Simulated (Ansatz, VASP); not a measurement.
## One calculation of Li3SI, two programs

```
S I Li
1.0
     4.83110    0.00000    0.00000
     0.00000    4.83110    0.00000
     0.00000    0.00000    4.83110
S I Li
1 1 3
Cartesian
  0.0000 0.0000 0.0000
  2.4156 2.4156 2.4156
  2.4156 2.4156 0.0000
  2.4156 0.0000 2.4156
  0.0000 2.4156 2.4156
```

Alike in both runs: task single point; functional PBEsol; k mesh 6 × 6 × 6; occupations gaussian, width 0.02 eV; no spin polarisation.

```csv
,VASP,Ansatz
version,VASP 6.6.1,Ansatz 0.2.0
potentials or method,"VASP PAW PBE potentials, release 64 (S, I, Li_sv), cutoff 520 eV","scalar-relativistic, plane waves, PAW"
valence electrons in the cell,22,32
```

|  | VASP | Ansatz | Ansatz less VASP |
| --- | --- | --- | --- |
| gap on the k mesh at the Fermi level (eV) | 1.91 | 1.92 | +0.007 |
| least direct gap on the mesh (eV) | 1.91 | 1.92 | +0.007 |

VASP's potentials were made for PBE, not for PBEsol. With one functional, cell and mesh, what is left measures potentials, basis and numerics. VASP's potentials hold 22 valence electrons a cell and Ansatz's 32, so a difference there can come from the potentials and not from the codes.

Neither program's run includes spin-orbit coupling. Noted on VASP's run: the cutoff is short for stress, so the pressure is rough.
